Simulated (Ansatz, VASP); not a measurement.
# Te2Mo: VASP beside Ansatz

```
Te Mo
1.0
     3.46655    0.00000    0.00000
    -1.73327    3.00212    0.00000
     0.00000    0.00000   17.25701
Te Mo
2 1
Cartesian
  0.0000 2.0014 15.4888
  0.0000 2.0014 1.7683
  0.0000 0.0000 0.0000
```

Change from the starting cell: strain along c alone, the other axes held, atoms relaxed: -1.5 %.

Alike in both runs: task relaxation of the atoms; functional LDA; k mesh 12 × 12 × 2; occupations gaussian, width 0.02 eV; no spin polarisation.

```csv
,VASP,Ansatz
version,VASP 6.6.1,Ansatz 0.2.0
potentials or method,"VASP PAW LDA potentials, release 64 (Te, Mo_sv), cutoff 450 eV","scalar-relativistic, plane waves, PAW"
valence electrons in the cell,26,46
```

VASP gave:

| Item | Value |
| --- | --- |
| gap on the k mesh at the Fermi level, each at its own relaxed structure (eV) | 1.25 |

Question: What did Ansatz give for the same quantities?

Answer: gap on the k mesh at the Fermi level, each at its own relaxed structure (eV): 1.24.

LDA's correlation is that of Perdew and Zunger in VASP and of Perdew and Wang (1992) in Ansatz. VASP's potentials hold 26 valence electrons a cell and Ansatz's 46, so a difference there can come from the potentials and not from the codes. Ansatz's warnings: stress scf threshold loose.

Neither program's run includes spin-orbit coupling.
